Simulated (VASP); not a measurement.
# Ag (Fm-3m) in VASP: further runs

Runs on Ag. Level: PBEsol. Tasks: single point, relaxation of cell and atoms.

Program: VASP 6.6.1. These are calculated values, not measurements. Logs are shortened: lines on timing, memory, paths and dates and some standing lists are left out, and cuts for length are marked.

## 1. The cell of the first run

It takes space group Fm-3m (No. 225, cubic). The conventional cell has a = 4.052 Å, b = 4.052 Å, c = 4.052 Å, α = 90.00°, β = 90.00°, γ = 90.00°. Within 3.8 Å of Ag (site symmetry m-3m) lie 12 Ag at 2.87 Å.

## 2. Single point, PBEsol

INCAR reads:

```
PREC     = Accurate       # precision mode
ENCUT    = 520            # plane-wave cutoff, eV
EDIFF    = 1E-6           # SCF threshold, eV
ISMEAR   = -1             # smearing method
SIGMA    = 0.1            # smearing width, eV
LREAL    = False          # projectors in reciprocal space
LASPH    = True           # aspherical terms in the spheres
NELM     = 80             # most SCF steps
ALGO     = Normal         # electronic algorithm
ISIF     = 2              # what is computed and relaxed
LWAVE    = False          # write WAVECAR
LCHARG   = False          # write CHGCAR
GGA      = PS             # functional
NBANDS   = 12             # bands
```

KPOINTS reads:

```
Automatic mesh
0
Gamma
  13 13 13
```

POSCAR reads:

```
Ag
1.0
    0.0000000000      2.0261364383      2.0261364383
    2.0261364383      0.0000000000      2.0261364383
    2.0261364383      2.0261364383      0.0000000000
Ag
1
Direct
    0.0000000000      0.0000000000      0.0000000000
```

Potentials or basis: VASP PAW PBE potentials, release 64 (Ag).

The run is started by

```bash
$ cat potpaw_PBE.64/Ag/POTCAR > POTCAR
$ mpirun -np 1 vasp_std > vasp.out
```

OUTCAR:

```text
PREC = Accurate
   ENCUT = 520
   EDIFF = 1E-6
   ISMEAR = -1
   LREAL = False
   LASPH = True
   NELM = 80
   ISIF = 2
   GGA = PS

 ion  position               nearest neighbor table
   1  0.000  0.000  0.000-

  LATTYP: Found a face centered cubic cell.
 ALAT       =     4.0522728766

  Lattice vectors:

 A1 = (   0.0000000000,   2.0261364383,   2.0261364383)
 A2 = (   2.0261364383,   0.0000000000,   2.0261364383)
 A3 = (   2.0261364383,   2.0261364383,   0.0000000000)

Analysis of symmetry for initial positions (statically):
=====================================================================
 Subroutine PRICEL returns:
 Original cell was already a primitive cell.

 Routine SETGRP: Setting up the symmetry group for a
 face centered cubic supercell.

 Subroutine GETGRP returns: Found 48 space group operations
 (whereof 48 operations were pure point group operations)
 out of a pool of 48 trial point group operations.

The static configuration has the point symmetry O_h .

Analysis of symmetry for dynamics (positions and initial velocities):
=====================================================================
 Subroutine PRICEL returns:
 Original cell was already a primitive cell.

 Routine SETGRP: Setting up the symmetry group for a
 face centered cubic supercell.

 Subroutine GETGRP returns: Found 48 space group operations
 (whereof 48 operations were pure point group operations)
 out of a pool of 48 trial point group operations.

The dynamic configuration has the point symmetry O_h .

 Subroutine INISYM returns: Found 48 space group operations
 (whereof 48 operations are pure point group operations),
 and found     1 'primitive' translations

----------------------------------------------------------------------------------------

                                     Primitive cell

  volume of cell :      16.6355

  direct lattice vectors                    reciprocal lattice vectors
     0.000000000  2.026136438  2.026136438    -0.246775089  0.246775089  0.246775089
     2.026136438  0.000000000  2.026136438     0.246775089 -0.246775089  0.246775089
     2.026136438  2.026136438  0.000000000     0.246775089  0.246775089 -0.246775089

  length of vectors
     2.865389630  2.865389630  2.865389630     0.427426992  0.427426992  0.427426992

  position of ions in fractional coordinates (direct lattice)
     0.000000000  0.000000000  0.000000000

  ion indices of the primitive-cell ions
   primitive index   ion index
                 1           1

----------------------------------------------------------------------------------------

 KPOINTS: Automatic mesh

Automatic generation of k-mesh.
 Grid dimensions read from file:
 generate k-points for:   13   13   13

 Generating k-lattice:

  Cartesian coordinates                     Fractional coordinates (reciprocal lattice)
    -0.018982699  0.018982699  0.018982699     0.076923077  0.000000000  0.000000000
     0.018982699 -0.018982699  0.018982699     0.000000000  0.076923077  0.000000000
     0.018982699  0.018982699 -0.018982699     0.000000000  0.000000000  0.076923077

  Length of vectors
     0.032878999  0.032878999  0.032878999

  Shift w.r.t. Gamma in fractional coordinates (k-lattice)
     0.000000000  0.000000000  0.000000000

 Subroutine IBZKPT returns following result:
 ===========================================

 Found     84 irreducible k-points:

 Following reciprocal coordinates:
            Coordinates               Weight
  0.000000  0.000000  0.000000      1.000000
  0.076923  0.000000  0.000000      8.000000
  0.153846  0.000000  0.000000      8.000000
  0.230769  0.000000  0.000000      8.000000
  0.307692  0.000000  0.000000      8.000000
  0.384615  0.000000  0.000000      8.000000
[... 16 lines left out ...]
  0.384615  0.153846  0.000000     24.000000
  0.461538  0.153846  0.000000     24.000000
 [... further k-points ...]
   k-points           NKPTS =     84   k-points in BZ     NKDIM =     84   number of bands    NBANDS=     12
   number of dos      NEDOS =    301   number of ions     NIONS =      1
   total plane-waves  NPLWV =  13824
   dimension x,y,z NGX =    24 NGY =   24 NGZ =   24
   dimension x,y,z NGXF=    48 NGYF=   48 NGZF=   48
   ions per type =               1
   NGX,Y,Z   is equivalent  to a cutoff of  13.92, 13.92, 13.92 a.u.
   NGXF,Y,Z  is equivalent  to a cutoff of  27.85, 27.85, 27.85 a.u.
 SYSTEM =  unknown system
   PREC   = accura    normal or accurate (medium, high low for compatibility)
   ISTART =      0    job   : 0-new  1-cont  2-samecut
   ICHARG =      2    charge: 1-file 2-atom 10-const
   ISPIN  =      1    spin polarized calculation?
   LNONCOLLINEAR =      F non collinear calculations
   LSORBIT =      F    spin-orbit coupling
   LASPH  =      T    aspherical Exc in radial PAW
   ENCUT  =  520.0 eV  38.22 Ry    6.18 a.u.   5.33  5.33  5.33*2*pi/ulx,y,z
   NELM   =     80;   NELMIN=  2; NELMDL= -5     # of ELM steps
   EDIFF  = 0.1E-05   stopping-criterion for ELM
   LREAL  =      F    real-space projection
   EDIFFG = 0.1E-04   stopping-criterion for IOM
   NSW    =      0    number of steps for IOM
   IBRION =     -1    ionic relax: 0-MD 1-quasi-New 2-CG
   NFREE  =      0    steps in history (QN), initial steepest desc. (CG)
   ISIF   =      2    stress and relaxation
   ISYM   =      2    0-nonsym 1-usesym 2-fastsym
   POTIM  = 0.5000    time-step for ionic-motion
   TEBEG  =    0.0;   TEEND  =   0.0 temperature during run
   PSTRESS=    0.0 pullay stress
   NELECT =      11.0000    total number of electrons
   NUPDOWN=      -1.0000    fix difference up-down
   EMIN   =  10.00;   EMAX   =-10.00  energy-range for DOS
   EFERMI =   0.00;   METHOD = LEGACY
   ISMEAR =    -1;   SIGMA  =   0.10  broadening in eV -4-tet -1-fermi 0-gaus
   EFERMI_NEDOS =   21; number of points for ismear=-14 and -15
   IALGO  =     38    algorithm
   IMIX   =      4    mixing-type and parameters
     AMIX     =   0.40;   BMIX     =  1.00
     AMIX_MAG =   1.60;   BMIX_MAG =  1.00
  volume/ion in A,a.u.               =      16.64       112.26
  Fermi-wavevector in a.u.,A,eV,Ry     =   1.426244  2.695210 27.676574  2.034171
  Thomas-Fermi vector in A             =   2.546541
   LORBIT       =      0    0 simple, 1 ext, 2 COOP (PROOUT), +10 PAW based schemes
   GGA     = PS    functional components
   LHFCALC =     F    Hartree Fock is set to
   AEXX    =    0.0000 exact exchange contribution
   IVDW    =     0    specifies the selected vdW correction
   LEPSILON=     F    determine dielectric tensor
   LRPA    =     F    only Hartree local field effects (RPA)
 non-spin polarized calculation
  energy-cutoff  :      520.00
  volume of cell :       16.64
 maximum number of plane-waves:       460
 NGX is ok and might be reduce to    24
   NGX = 11   NGY = 11   NGZ = 11

 number of electron      11.0000001 magnetization

 Free energy of the ion-electron system (eV)
  ---------------------------------------------------
  ext. energy  EPLUGINS =         0.00000000
  ---------------------------------------------------
  free energy    TOTEN  =        -3.31361132 eV

  energy without entropy =       -3.30433149  energy(sigma->0) =       -3.30897140

 E-fermi :   8.7191     XC(G=0): -12.5607

 val. band max:        8.5483594169   @ k =  -0.4615   0.0769   0.0000
 cond. band min:       8.7782923380   @ k =   0.4615   0.3077   0.0000
 fundamental gap:      0.2299329210
 Fermi energy:         8.7191158146

 k-point     1 :       0.0000    0.0000    0.0000
  band No.  band energies     occupation
      1       0.5634      2.00000
      2       3.7113      2.00000
      3       3.7113      2.00000
      4       3.7113      2.00000
      5       4.8042      2.00000
      6       4.8042      2.00000
      7      24.6152      0.00000
      8      28.3334      0.00000
      9      28.3334      0.00000
     10      28.3334      0.00000
     11      33.2168      0.00000
     12      34.5046      0.00000

 k-point     2 :       0.0769    0.0000    0.0000
  band No.  band energies     occupation
      1       0.7513      2.00000
      2       3.6670      2.00000
      3       3.7639      2.00000
      4       3.7639      2.00000
      5       4.7843      2.00000
      6       4.7843      2.00000
      7      24.6455      0.00000
      8      26.9147      0.00000
      9      28.4241      0.00000
     10      28.4241      0.00000
     11      33.1201      0.00000
     12      34.2420      0.00000

 k-point     3 :       0.1538    0.0000    0.0000
  band No.  band energies     occupation
      1       1.2698      2.00000
      2       3.5961      2.00000
      3       3.8784      2.00000
      4       3.8784      2.00000
      5       4.7682      2.00000
      6       4.7682      2.00000
      7      23.4574      0.00000
      8      25.5925      0.00000
      9      28.6057      0.00000
     10      28.6057      0.00000
     11      31.8876      0.00000
     12      33.3747      0.00000
[... 286 lines left out ...]
 k-point    23 :       0.3846    0.1538    0.0000
  band No.  band energies     occupation
      1       2.4824      2.00000
      2       3.5788      2.00000
      3       3.8924      2.00000
      4       4.1968      2.00000
      5       5.5250      2.00000
      6       6.5677      2.00000
      7      17.0811      0.00000
      8      23.9377      0.00000
      9      24.1655      0.00000
     10      25.9782      0.00000
     11      32.9372      0.00000
     12      33.9835      0.00000

 k-point    24 :       0.4615    0.1538    0.0000
  band No.  band energies     occupation
      1       2.4159      2.00000
      2       3.5006      2.00000
      3       4.0984      2.00000
      4       4.3179      2.00000
      5       5.6627      2.00000
      6       8.1950      1.98947
      7      14.3576      0.00000
      8      22.9918      0.00000
      9      24.2152      0.00000
     10      25.3351      0.00000
     11      33.7299      0.00000
     12      33.8023      0.00000

 [... further k-points ...]

------------------------ aborting loop because EDIFF is reached ----------------------------------------

  FORCE on cell =-STRESS in cart. coord.  units (eV):
  Direction    XX          YY          ZZ          XY          YZ          ZX
  --------------------------------------------------------------------------------------
  -------------------------------------------------------------------------------------
  Total       -0.0235537     -0.0235537     -0.0235537      0.0000000      0.0000000      0.0000000
  in kB       -2.2684685     -2.2684685     -2.2684685      0.0000000      0.0000000      0.0000000
  external PRESSURE =      -2.2684685 kB  Pullay stress =       0.0000000 kB

 VOLUME and BASIS-vectors are now :
 -----------------------------------------------------------------------------
  energy-cutoff  :      520.00
  volume of cell :       16.64
      direct lattice vectors                 reciprocal lattice vectors
     0.000000000  2.026136438  2.026136438    -0.246775089  0.246775089  0.246775089
     2.026136438  0.000000000  2.026136438     0.246775089 -0.246775089  0.246775089
     2.026136438  2.026136438  0.000000000     0.246775089  0.246775089 -0.246775089

 POSITION                                       TOTAL-FORCE (eV/Angst)
 -----------------------------------------------------------------------------------
      0.00000      0.00000      0.00000        -0.000000      0.000000      0.000000
 -----------------------------------------------------------------------------------
    total drift:                               -0.000000      0.000000     -0.000000

  FREE ENERGIE OF THE ION-ELECTRON SYSTEM (eV)
  ---------------------------------------------------
  free  energy   TOTEN  =        -3.3136113189 eV

  energy  without entropy=       -3.3043314871  energy(sigma->0) =       -3.30897140
```

It took 7.4 s on 1 thread of Intel Xeon Platinum 8559C (Emerald Rapids), shared host; peak memory 0.14 GiB.

What came out:

```yaml
Free_energy: -3.3136 eV
Pressure: -0.2 GPa
```

Levels at points of the mesh, in eV from the Fermi level:
| k point | band 2 | band 3 | band 4 | band 5 | band 6 | band 7 | band 8 | band 9 | band 10 | band 11 |
| --- | --- | --- | --- | --- | --- | --- | --- | --- | --- | --- |
| (0.00, 0.00, 0.00) | -5.01 | -5.01 | -5.01 | -3.91 | -3.91 | 15.90 | 19.61 | 19.61 | 19.61 | 24.50 |

Caveat: the PAW data sets were made with another functional, which shifts forces and pressure a little.

## 3. Relaxation of cell and atoms, PBEsol

This run uses another cell than the first one, of 17.06 Å³/atom, 1.025 times its volume.

INCAR reads:

```
ALGO = Normal ; EDIFF = 1E-6
EDIFFG = -0.01 ; ENCUT = 600
GGA = PS ; IBRION = 2
ISIF = 3 ; ISMEAR = -1
LASPH = True ; LCHARG = False
LREAL = False ; LWAVE = False
NELM = 80 ; NSW = 80
PREC = Accurate ; SIGMA = 0.1
```

KPOINTS reads:

```
k-points
0
Gamma
  13 13 13
```

POSCAR reads:

```
Ag
1.0
    0.0000000000      2.0431000000      2.0431000000
    2.0431000000      0.0000000000      2.0431000000
    2.0431000000      2.0431000000      0.0000000000
Ag
1
Direct
    0.0000000000      0.0000000000      0.0000000000
```

Potentials or basis: VASP PAW PBE potentials, release 64 (Ag).

The run is started by

```bash
$ cat potpaw_PBE.64/Ag/POTCAR > POTCAR
$ mpirun -np 1 vasp_std > vasp.out
```

Run time: 15 s. Hardware: 1 thread of Intel Xeon Platinum 8559C (Emerald Rapids), shared host; peak memory 0.16 GiB.

Results (log left out):

```
Free energy                            : -3.3140 eV
Relaxed volume                         : 16.60 Å³/atom
Relaxed cell                           : a = 2.864 Å, b = 2.864 Å, c = 2.864 Å, α = 60.00°, β = 60.00°, γ = 60.00°
Space group after relaxing (to 0.05 Å) : Fm-3m (No. 225)
Energy gained by relaxing              : 4.3 meV/atom
Ionic steps                            : 3
Pressure after relaxing                : 0.0 GPa
```

Step by step:
| step | energy change (eV) | largest force (eV/Å) | pressure (GPa) | volume (Å³) |
| --- | --- | --- | --- | --- |
| 1 | 0.0000 | 0.0000 | -2.97 | 17.06 |
| 2 | -0.0020 | 0.0000 | 2.43 | 16.29 |
| 3 | -0.0043 | 0.0000 | -0.01 | 16.60 |

Final structure:
```xyz
1
Lattice="0.0000 2.0249 2.0249 2.0249 0.0000 2.0249 2.0249 2.0249 0.0000" Properties=species:S:1:pos:R:3 pbc="T T T"
Ag    0.0000    0.0000    0.0000
```

Levels at points of the mesh, in eV from the Fermi level:
| k point | band 3 | band 4 | band 5 | band 6 | band 7 | band 8 | band 9 |
| --- | --- | --- | --- | --- | --- | --- | --- |
| (0.00, 0.00, 0.00) | -5.02 | -5.02 | -3.92 | -3.92 | 15.90 | 19.63 | 19.63 |

Caveat: the PAW data sets were made with another functional, which shifts forces and pressure a little.
